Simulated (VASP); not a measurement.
# MgO (I4/mmm) in VASP: a series of runs, part 2 of 2

VASP 6.6.1. Earlier steps stand in the parts before.

## 4. Single point, PBEsol (strain +0.0150 x Voigt [0, 0, 1, 0, 0, 0])

File INCAR:

```
SYSTEM = MgO
PREC     = Accurate       ! precision mode
ENCUT    = 520            ! plane-wave cutoff, eV
EDIFF    = 1E-6           ! SCF threshold, eV
ISMEAR   = 0              ! smearing method
SIGMA    = 0.05           ! smearing width, eV
LREAL    = .False.        ! projectors in reciprocal space
LASPH    = .True.         ! aspherical terms in the spheres
NELM     = 60             ! most SCF steps
ALGO     = Normal         ! electronic algorithm
ISIF     = 2              ! what is computed and relaxed
LWAVE    = .False.        ! write WAVECAR
LCHARG   = .False.        ! write CHGCAR
GGA      = PS             ! functional
NBANDS   = 11             ! bands
```

File KPOINTS:

```
regular mesh
0
Gamma
  10 10 10
  0 0 0
```

File POSCAR:

```
MgO
1.0
    0.0000000000      2.1071057202      2.1387123060
    2.1071057202      0.0000000000      2.1387123060
    2.1071057202      2.1071057202      0.0000000000
Mg O
1 1
Direct
    0.0000000000      0.0000000000      0.0000000000
    0.5000000000      0.5000000000      0.5000000000
```

Potentials or basis: VASP PAW PBE potentials, release 64 (Mg, O).

Launch:

```console
$ cat potpaw_PBE.64/Mg/POTCAR potpaw_PBE.64/O/POTCAR > POTCAR
$ mpirun -np 1 vasp_std > vasp.out
```

OUTCAR:

```text
SYSTEM = MgO
   PREC = Accurate
   ENCUT = 520
   EDIFF = 1E-6
   ISMEAR = 0
   LREAL = .False.
   LASPH = .True.
   NELM = 60
   ISIF = 2
   GGA = PS

 ion  position               nearest neighbor table
   1  0.000  0.000  0.000-   2 2.11   2 2.11   2 2.11   2 2.11   2 2.14   2 2.14
   2  0.500  0.500  0.500-   1 2.11   1 2.11   1 2.11   1 2.11   1 2.14   1 2.14

  LATTYP: Found a body centered tetragonal cell.
 ALAT       =     2.9798974869
 C/A-ratio  =     1.4354267658

  Lattice vectors:

 A1 = (  -2.1071057202,   0.0000000000,   2.1387123060)
 A2 = (   2.1071057202,   0.0000000000,   2.1387123060)
 A3 = (   0.0000000000,   2.1071057202,  -2.1387123060)

Analysis of symmetry for initial positions (statically):
=====================================================================
 Subroutine PRICEL returns:
 Original cell was already a primitive cell.

 Routine SETGRP: Setting up the symmetry group for a
 body centered tetragonal supercell.

 Subroutine GETGRP returns: Found 16 space group operations
 (whereof 16 operations were pure point group operations)
 out of a pool of 16 trial point group operations.

The static configuration has the point symmetry D_4h.

Analysis of symmetry for dynamics (positions and initial velocities):
[... 169 lines left out ...]
      1     -14.1769      2.00000
      2       2.9339      2.00000
      3       2.9339      2.00000
      4       2.9660      2.00000
      5       7.4209      0.00000
      6      18.3837      0.00000
      7      18.5407      0.00000
      8      18.5407      0.00000
      9      22.2885      0.00000
     10      23.9130      0.00000
     11      24.3924      0.00000
[... 309 lines left out ...]
 k-point    24 :       0.4000    0.3000    0.0000
  band No.  band energies     occupation
      1     -12.9709      2.00000
      2      -0.6365      2.00000
      3       1.6666      2.00000
      4       1.8975      2.00000
      5      12.2699      0.00000
      6      12.9709      0.00000
      7      16.1186      0.00000
      8      20.8904      0.00000
      9      21.0664      0.00000
     10      27.6289      0.00000
     11      29.3629      0.00000

 [... further k-points ...]
[... 5 lines left out ...]
  --------------------------------------------------------------------------------------
  -------------------------------------------------------------------------------------
  Total       -0.2189368     -0.2189368     -0.5397459      0.0000000      0.0000000     -0.0000000
  in kB      -18.4703145    -18.4703145    -45.5349568      0.0000000      0.0000000     -0.0000000
  external PRESSURE =     -27.4918619 kB  Pullay stress =       0.0000000 kB

 VOLUME and BASIS-vectors are now :
 -----------------------------------------------------------------------------
  energy-cutoff  :      520.00
  volume of cell :       18.99
      direct lattice vectors                 reciprocal lattice vectors
     0.000000000  2.107105720  2.138712306    -0.237292318  0.237292318  0.233785535
     2.107105720  0.000000000  2.138712306     0.237292318 -0.237292318  0.233785535
     2.107105720  2.107105720  0.000000000     0.237292318  0.237292318 -0.233785535

 POSITION                                       TOTAL-FORCE (eV/Angst)
 -----------------------------------------------------------------------------------
      0.00000      0.00000      0.00000         0.000000     -0.000000      0.000000
      2.10711      2.10711      2.13871        -0.000000      0.000000     -0.000000
 -----------------------------------------------------------------------------------
    total drift:                               -0.000000     -0.000000      0.000000

  FREE ENERGIE OF THE ION-ELECTRON SYSTEM (eV)
  ---------------------------------------------------
  free  energy   TOTEN  =       -12.5082812123 eV

  energy  without entropy=      -12.5082812123  energy(sigma->0) =      -12.50828121
```

stdout:

```text
POSCAR found type information on POSCAR MgO
 POSCAR found :  2 types and       2 ions
 scaLAPACK will be used
 -----------------------------------------------------------------------------
|                                                                             |
|                                                                             |
|     You enforced a specific xc type in the INCAR file but a different       |
|     I HOPE YOU KNOW WHAT YOU ARE DOING!                                     |
|                                                                             |
 -----------------------------------------------------------------------------

 LDA part: xc-table for (Slater+PW92), standard interpolation
 POSCAR, INCAR and KPOINTS ok, starting setup
 FFT: planning ... GRIDC
 FFT: planning ... GRID_SOFT
 FFT: planning ... GRID
 WAVECAR not read
 entering main loop
```

It used 20 s of CPU time on 1 thread of AMD EPYC 7R13 Processor (Zen 3), with other jobs on the host.

What came out:

```yaml
Free_energy: -12.5083 eV
Pressure: -2.7 GPa
Band_gap_on_the_k_mesh: 4.45 eV, direct
```

Levels at points of the mesh, in eV from the valence-band top:
```
           k point  band 1  band 2  band 3  band 4  band 5  band 6  band 7  band 8
(0.00, 0.00, 0.00)  -17.14   -0.03   -0.03    0.00    4.45   15.42   15.57   15.57
(0.50, 0.00, 0.00)  -15.87   -4.63   -0.68   -0.65    7.62   12.30   15.83   16.16
(0.50, 0.50, 0.00)  -15.64   -4.13   -1.32   -1.32    8.98    9.70   12.65   18.69
(0.50, 0.00, 0.50)  -15.60   -4.08   -1.43   -1.34    8.83    9.68   12.84   18.37
```

Caveat: the cell differs from its parent crystal (strain +0.0150 x Voigt [0, 0, 1, 0, 0, 0]); the PAW data sets were made with another functional, which shifts forces and pressure a little.

## 5. Single point, PBEsol (strain +0.0300 x Voigt [0, 0, 1, 0, 0, 0])

File INCAR:

```
SYSTEM = MgO
  PREC = Accurate
  ENCUT = 520
  EDIFF = 1E-6
  ISMEAR = 0
  SIGMA = 0.05
  LREAL = .False.
  LASPH = .True.
  NELM = 100
  ALGO = Normal
  ISIF = 2
  LWAVE = .False.
  LCHARG = .True.
  GGA = PS
  LELF = .True.
  LVHAR = .True.
  NBANDS = 11
```

File KPOINTS:

```
Automatic mesh
0
Gamma
  10 10 10
  0 0 0
```

File POSCAR:

```
MgO
1.0
    0.0000000000      2.1071057202      2.1703188918
    2.1071057202      0.0000000000      2.1703188918
    2.1071057202      2.1071057202      0.0000000000
Mg O
1 1
Direct
    0.0000000000      0.0000000000      0.0000000000
    0.5000000000      0.5000000000      0.5000000000
```

Potentials or basis: VASP PAW PBE potentials, release 64 (Mg, O).

Launch:

```console
$ cat potpaw_PBE.64/Mg/POTCAR potpaw_PBE.64/O/POTCAR > POTCAR
$ mpirun -np 1 vasp_std > vasp.out
```

OUTCAR:

```text
SYSTEM = MgO
   PREC = Accurate
   ENCUT = 520
   EDIFF = 1E-6
   ISMEAR = 0
   LREAL = .False.
   LASPH = .True.
   NELM = 100
   ISIF = 2
   GGA = PS

 ion  position               nearest neighbor table
   1  0.000  0.000  0.000-   2 2.11   2 2.11   2 2.11   2 2.11   2 2.17   2 2.17
   2  0.500  0.500  0.500-   1 2.11   1 2.11   1 2.11   1 2.11   1 2.17   1 2.17

  LATTYP: Found a body centered tetragonal cell.
 ALAT       =     2.9798974869
 C/A-ratio  =     1.4566399692

  Lattice vectors:

 A1 = (  -2.1071057202,   0.0000000000,   2.1703188918)
 A2 = (   2.1071057202,   0.0000000000,   2.1703188918)
 A3 = (   0.0000000000,   2.1071057202,  -2.1703188918)

Analysis of symmetry for initial positions (statically):
=====================================================================
 Subroutine PRICEL returns:
 Original cell was already a primitive cell.

 Routine SETGRP: Setting up the symmetry group for a
 body centered tetragonal supercell.

 Subroutine GETGRP returns: Found 16 space group operations
 (whereof 16 operations were pure point group operations)
 out of a pool of 16 trial point group operations.

The static configuration has the point symmetry D_4h.

Analysis of symmetry for dynamics (positions and initial velocities):
[... 168 lines left out ...]
      1     -14.2123      2.00000
      2       2.8148      2.00000
      3       2.8148      2.00000
      4       2.8772      2.00000
      5       7.1718      0.00000
      6      18.1001      0.00000
      7      18.4096      0.00000
      8      18.4096      0.00000
      9      22.0701      0.00000
     10      23.4486      0.00000
     11      24.3840      0.00000
[... 309 lines left out ...]
 k-point    24 :       0.4000    0.3000    0.0000
  band No.  band energies     occupation
      1     -13.0611      2.00000
      2      -0.7035      2.00000
      3       1.5987      2.00000
      4       1.8368      2.00000
      5      12.0239      0.00000
      6      12.8991      0.00000
      7      15.7374      0.00000
      8      20.7074      0.00000
      9      20.8553      0.00000
     10      27.4623      0.00000
     11      28.8391      0.00000

 [... further k-points ...]
[... 5 lines left out ...]
  --------------------------------------------------------------------------------------
  -------------------------------------------------------------------------------------
  Total       -0.3716831     -0.3716831     -0.9460363      0.0000000     -0.0000000     -0.0000000
  in kB      -30.8999106    -30.8999106    -78.6488129      0.0000000     -0.0000000     -0.0000000
  external PRESSURE =     -46.8162114 kB  Pullay stress =       0.0000000 kB

 VOLUME and BASIS-vectors are now :
 -----------------------------------------------------------------------------
  energy-cutoff  :      520.00
  volume of cell :       19.27
      direct lattice vectors                 reciprocal lattice vectors
     0.000000000  2.107105720  2.170318892    -0.237292318  0.237292318  0.230380891
     2.107105720  0.000000000  2.170318892     0.237292318 -0.237292318  0.230380891
     2.107105720  2.107105720  0.000000000     0.237292318  0.237292318 -0.230380891

 POSITION                                       TOTAL-FORCE (eV/Angst)
 -----------------------------------------------------------------------------------
      0.00000      0.00000      0.00000        -0.000000      0.000000      0.000000
      2.10711      2.10711      2.17032         0.000000     -0.000000      0.000000
 -----------------------------------------------------------------------------------
    total drift:                               -0.000000     -0.000000      0.000000

  FREE ENERGIE OF THE ION-ELECTRON SYSTEM (eV)
  ---------------------------------------------------
  free  energy   TOTEN  =       -12.4977001098 eV

  energy  without entropy=      -12.4977001098  energy(sigma->0) =      -12.49770011
```

Run time: 24 s. Hardware: 1 thread of AMD EPYC 7R13 (Zen 3), shared host; peak memory 0.12 GiB.

Results:

```
Free energy            : -12.4977 eV
Pressure               : -4.7 GPa
Band gap on the k mesh : 4.29 eV, direct
```

Stress tensor (GPa, compression positive):
```
-3.09  0.00  0.00
 0.00 -3.09  0.00
 0.00  0.00 -7.86
```

Levels at points of the mesh, in eV from the valence-band top:
```
           k point  band 1  band 2  band 3  band 4  band 5  band 6  band 7  band 8
(0.00, 0.00, 0.00)  -17.09   -0.06   -0.06    0.00    4.29   15.22   15.53   15.53
(0.50, 0.00, 0.00)  -15.85   -4.58   -0.70   -0.64    7.51   12.11   15.52   16.16
(0.50, 0.50, 0.00)  -15.65   -4.12   -1.28   -1.28    9.05    9.54   12.35   18.57
(0.50, 0.00, 0.50)  -15.57   -4.03   -1.50   -1.31    8.76    9.50   12.74   17.95
```

Caveat: the cell differs from its parent crystal (strain +0.0300 x Voigt [0, 0, 1, 0, 0, 0]); the PAW data sets were made with another functional, which shifts forces and pressure a little.

## 6. Single point, PBEsol (strain +0.0450 x Voigt [0, 0, 1, 0, 0, 0])

File INCAR:

```
SYSTEM = MgO
ALGO = Normal ; EDIFF = 1E-7
ENCUT = 520 ; GGA = PS
ISIF = 2 ; ISMEAR = 0
LASPH = .True. ; LCHARG = .False.
LREAL = .False. ; LWAVE = .False.
NBANDS = 11 ; NELM = 80
PREC = Accurate ; SIGMA = 0.05
```

File KPOINTS:

```
k-points
0
Gamma
  10 10 10
  0 0 0
```

File POSCAR:

```
MgO
1.0
    0.0000000000      2.1071057202      2.2019254776
    2.1071057202      0.0000000000      2.2019254776
    2.1071057202      2.1071057202      0.0000000000
Mg O
1 1
Direct
    0.0000000000      0.0000000000      0.0000000000
    0.5000000000      0.5000000000      0.5000000000
```

Potentials or basis: VASP PAW PBE potentials, release 64 (Mg, O).

Launch:

```console
$ cat potpaw_PBE.64/Mg/POTCAR potpaw_PBE.64/O/POTCAR > POTCAR
$ mpirun -np 1 vasp_std > vasp.out
```

Wall time 29 s (1 thread of AMD EPYC 7R13 (Zen 3), shared host); peak memory 0.12 GiB.

Results (log left out):

```yaml
Free_energy: -12.4819 eV
Pressure: -6.3 GPa
Band_gap_on_the_k_mesh: 4.14 eV, direct
```

Stress tensor (GPa, compression positive):
```
 -4.24   0.00   0.00
  0.00  -4.24   0.00
  0.00   0.00 -10.55
```

Levels at points of the mesh, in eV from the valence-band top:
| k point | band 1 | band 2 | band 3 | band 4 | band 5 | band 6 | band 7 | band 8 |
| --- | --- | --- | --- | --- | --- | --- | --- | --- |
| (0.00, 0.00, 0.00) | -17.04 | -0.09 | -0.09 | 0.00 | 4.14 | 15.04 | 15.50 | 15.50 |
| (0.50, 0.00, 0.00) | -15.84 | -4.54 | -0.72 | -0.63 | 7.40 | 11.92 | 15.24 | 16.16 |
| (0.50, 0.50, 0.00) | -15.67 | -4.11 | -1.24 | -1.24 | 9.11 | 9.40 | 12.06 | 18.46 |
| (0.50, 0.00, 0.50) | -15.55 | -3.97 | -1.56 | -1.28 | 8.69 | 9.34 | 12.63 | 17.54 |

Caveat: the cell differs from its parent crystal (strain +0.0450 x Voigt [0, 0, 1, 0, 0, 0]); the PAW data sets were made with another functional, which shifts forces and pressure a little.

## 7. Overview

| cell | gap on the mesh (eV) | pressure (GPa) |
| --- | --- | --- |
| a = 2.936, b = 2.936, c = 2.980 Å, angles 59.5, 59.5, 61.0°, 2 atoms | 4.89 | 5.0 |
| a = 2.958, b = 2.958, c = 2.980 Å, angles 59.8, 59.8, 60.5°, 2 atoms | 4.75 | 2.0 |
| a = 3.002, b = 3.002, c = 2.980 Å, angles 60.2, 60.2, 59.5°, 2 atoms | 4.45 | -2.7 |
| a = 3.025, b = 3.025, c = 2.980 Å, angles 60.5, 60.5, 59.0°, 2 atoms | 4.29 | -4.7 |
| a = 3.048, b = 3.048, c = 2.980 Å, angles 60.7, 60.7, 58.5°, 2 atoms | 4.14 | -6.3 |

Alike in all rows: task single point; level PBEsol; potentials or basis VASP PAW PBE potentials, release 64 (Mg, O); no spin polarisation; k mesh 10 × 10 × 10; cutoff (eV) 520; smearing gaussian 0.05 eV.

Caveats: the PAW data sets were made with another functional, which shifts forces and pressure a little.

Total energies depend on the potentials used, so only differences within one code and one set of settings carry meaning.
